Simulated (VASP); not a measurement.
Runs of VASP 6.6.1 on Si. The structure is that of space group P6/mmm (No. 191), or close to it. The cells are those of the table. 

```tsv
cell	gap on the mesh (eV)	pressure (GPa)
a = 2.560, b = 2.560, c = 2.404 Å, angles 90.0, 90.0, 120.0°, 1 atom	none	8.9
a = 2.527, b = 2.527, c = 2.373 Å, angles 90.0, 90.0, 120.0°, 1 atom	none	15.4
a = 2.593, b = 2.593, c = 2.435 Å, angles 90.0, 90.0, 120.0°, 1 atom	none	3.6
a = 2.458, b = 2.458, c = 2.308 Å, angles 90.0, 90.0, 120.0°, 1 atom	none	(b)
a = 2.493, b = 2.493, c = 2.341 Å, angles 90.0, 90.0, 120.0°, 1 atom	none	(a)
```

Alike in all rows: task single point; level LDA; potentials or basis VASP PAW LDA potentials, release 64 (Si); no spin polarisation; k mesh 13 × 13 × 12; cutoff (eV) 520; smearing fermi-dirac 0.1 eV.

Task: Estimate the missing entries.

Result: (a) 23.4; (b) 33.2.

A gap of «none» marks levels without a gap at the run's occupations.
